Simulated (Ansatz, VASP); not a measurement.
# Zr12H in VASP and in Ansatz

```xyz
13
Lattice="6.4600 0.0000 0.0000 -4.8450 8.3918 0.0000 0.0000 0.0000 5.1454" Properties=species:S:1:pos:R:3 pbc="T T T"
Zr    0.0264    0.0276   -0.0101
Zr    0.0303    1.8882    2.6808
Zr   -1.6094    2.7785    0.0595
Zr   -1.6273    4.6341    2.5432
Zr   -3.2304    5.5812   -0.0193
Zr   -3.2337    7.4561    2.5810
Zr    3.2039    0.0241   -0.0601
Zr    3.2315    1.8573    2.6149
Zr    1.6335    2.8056    0.0780
Zr    1.6324    4.6499    2.5430
Zr    0.0006    5.5349   -0.1128
Zr    0.0048    7.4604    2.5806
H    -0.0049    7.4359    5.7196
```

Alike in both runs: functional PBE; k mesh 3 × 2 × 3; occupations gaussian, width 0.05 eV; no spin polarisation.

Ansatz relaxed the structure, and its values are those at the end. VASP's run is a single point on that final structure, the one shown.

|  | VASP | Ansatz |
| --- | --- | --- |
| version | VASP 6.6.1 | Ansatz 0.2.0 |
| potentials or method | VASP PAW PBE potentials, release 64 (Zr_sv, H), cutoff 520 eV | scalar-relativistic, plane waves, PAW |
| valence electrons in the cell | 145 | 145 |

```csv
,VASP,Ansatz,Ansatz less VASP
rms of the force components (eV/Å),0.007,0.007,0.0000
```

With one functional, cell and mesh, what is left measures potentials, basis and numerics.

The k mesh is coarse, so the values compare programs but aren't converged.
